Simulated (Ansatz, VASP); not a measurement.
# One calculation of SnSe2, two programs

INCAR

```
SYSTEM = SnSe2
PREC = Accurate
ENCUT = 520
EDIFF = 1E-7
ISMEAR = 0
SIGMA = 0.05
LREAL = .False.
LASPH = .True.
NELM = 60
ALGO = Normal
ISIF = 2
LWAVE = .False.
LCHARG = .False.
GGA = PE
NBANDS = 20
```

Contents of KPOINTS:

```
regular mesh
0
Gamma
  12 12 6
  0 0 0
```

File POSCAR:

```
SnSe2
1.0
    4.0231463824      0.0000000000      0.0000000000
   -2.0115731912      3.4841469703      0.0000000000
    0.0000000000      0.0000000000      5.5068351236
Sn Se
1 2
Direct
    0.0000000000      0.0000000000      0.0000000000
    0.3333333333      0.6666666667      0.2500000000
    0.6666666667      0.3333333333      0.7500000000
```

Input for Ansatz:

```yaml
crystal:
  lattice:
    - [4.0231463824, 0.0, 0.0]
    - [-2.0115731912, 3.4841469703, 0.0]
    - [0.0, 0.0, 5.5068351236]
  atoms:
    - { symbol: Sn, position: [0.0, 0.0, 0.0] }
    - { symbol: Se, position: [0.3333333333, 0.6666666667, 0.25] }
    - { symbol: Se, position: [0.6666666667, 0.3333333333, 0.75] }
basis:
  ecutwfc: 420
kpoints:
  mp_grid: { grid: [12, 12, 6] }
hamiltonian:
  xc: pbe
scf:
  occupations: { method: gaussian, width: 0.05 }
output:
  forces: true
  stress: true
  eigenvalues: true
```

Alike in both runs: task single point; functional PBE; k mesh 12 × 12 × 6; occupations gaussian, width 0.05 eV; no spin polarisation.

```csv
,VASP,Ansatz
version,VASP 6.6.1,Ansatz 0.2.0
potentials or method,"VASP PAW PBE potentials, release 64 (Sn_d, Se), cutoff 520 eV","scalar-relativistic, plane waves, PAW"
valence electrons in the cell,26,46
```

Ansatz gave:

```
gap on the k mesh at the Fermi level (eV)                     : 0.07
least direct gap on the mesh (eV)                             : 0.10
pressure (GPa)                                                : 4.6
traceless stress, the component that is largest in VASP (GPa) : 4.24
rms of the force components (eV/Å)                            : 0.587
```

Problem. Estimate VASP's values.

Solution. gap on the k mesh at the Fermi level (eV): 0.07; least direct gap on the mesh (eV): 0.10; pressure (GPa): 4.7; traceless stress, the component that is largest in VASP (GPa): 4.21; rms of the force components (eV/Å): 0.593.

Atom by atom the forces differ by 0.005 eV/Å (rms over components). VASP's potentials hold 26 valence electrons a cell and Ansatz's 46, so a difference there can come from the potentials and not from the codes.
